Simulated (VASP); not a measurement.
## Ta4O: single point with PBEsol

Crystal: Ta4O.

```
Ta O
1.0
     3.25910    0.00000    0.00000
     0.00000    3.25910    0.00000
     0.00000    0.00000    7.34198
Ta O
4 1
Direct
  0.00000 0.00000 0.50000
  0.50000 0.50000 0.78278
  0.50000 0.50000 0.21722
  0.00000 0.00000 0.00000
  0.50000 0.50000 0.50000
```

This cell differs from its parent crystal: strain +0.015 along x and y, +0.000 along z.

| Property | Result |
| --- | --- |
| Program | VASP 6.6.1 |
| Task | single point |
| Functional | PBEsol |
| Potentials or basis | VASP PAW PBE potentials, release 64 (Ta_pv, O) |
| Cutoff | 520 eV |
| k mesh | 14 × 14 × 8 |
| Occupations | gaussian, width 0.15 eV |
| Spin | no spin polarisation |

```
Pressure               : -5.7 GPa
Largest force          : 0.109 eV/Å
Band gap on the k mesh : zero (band 25 reaches 6.77 eV, above the bottom of band 26 at 5.72 eV)
```

Forces on the atoms (eV/Å):
```
Ta   0.000  0.000  0.000
Ta   0.000  0.000  0.109
Ta   0.000  0.000 -0.109
Ta   0.000  0.000  0.000
O    0.000  0.000  0.000
```

Stress tensor (GPa, compression positive):
```
-6.46  0.00  0.00
 0.00 -6.46  0.00
 0.00  0.00 -4.28
```

Levels at points of the mesh, in eV from the Fermi level:
```
           k point  band 23  band 24  band 25  band 26  band 27  band 28
(0.00, 0.00, 0.00)    -0.48    -0.48    -0.24     0.41     1.02     1.02
(0.50, 0.00, 0.00)    -0.95    -0.66     0.23     0.89     0.89     1.38
(0.50, 0.50, 0.00)    -1.49    -0.64    -0.64     1.56     2.44     2.78
(0.00, 0.00, 0.50)    -0.57    -0.52     0.09     0.70     0.71     0.71
(0.50, 0.00, 0.50)    -1.05    -0.61    -0.48     0.99     1.38     1.60
(0.50, 0.50, 0.50)    -1.66     0.03     0.03     1.56     1.96     1.96
```

Run time: 8.4 min on 1 thread of Oxide Virtual Turin-like Processor, with other jobs on the host, peak memory 0.41 GiB.

Caveat: the cell differs from its parent crystal (strain +0.015 along x and y, +0.000 along z); the PAW data sets were made with another functional, which shifts forces and pressure a little; spin-orbit coupling is left out, which moves the levels of the heavy elements.
